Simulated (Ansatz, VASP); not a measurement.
## O in VASP and in Ansatz

```
O
1.0
     1.42335    0.82177    3.40830
    -1.42335    0.82177    3.40830
     0.00000   -1.64354    3.40830
O
2
Direct
  0.05770 0.05770 0.05770
  0.94230 0.94230 0.94230
```

Alike in both runs: task single point; functional PBE; k mesh 10 × 10 × 10; occupations fermi-dirac, width 0.02 eV; no spin polarisation.

|  | VASP | Ansatz |
| --- | --- | --- |
| version | VASP 6.6.1 | Ansatz 0.2.0 |
| potentials or method | VASP PAW PBE potentials, release 64 (O), cutoff 520 eV | all-electron LAPW, non-relativistic |

VASP gave:

```
pressure (GPa)                                                : 9.3
traceless stress, the component that is largest in VASP (GPa) : 31.21
rms of the force components (eV/Å)                            : 2.481
```

Estimate Ansatz's values.

pressure (GPa): 5.4; traceless stress, the component that is largest in VASP (GPa): 22.49; rms of the force components (eV/Å): 1.510.

Atom by atom the forces differ by 0.970 eV/Å (rms over components). Ansatz ran all-electron here, and VASP with PAW potentials.

Noted on VASP's run: the standard files for N, O and F lose accuracy on very short bonds; spin is off for a triplet molecule.
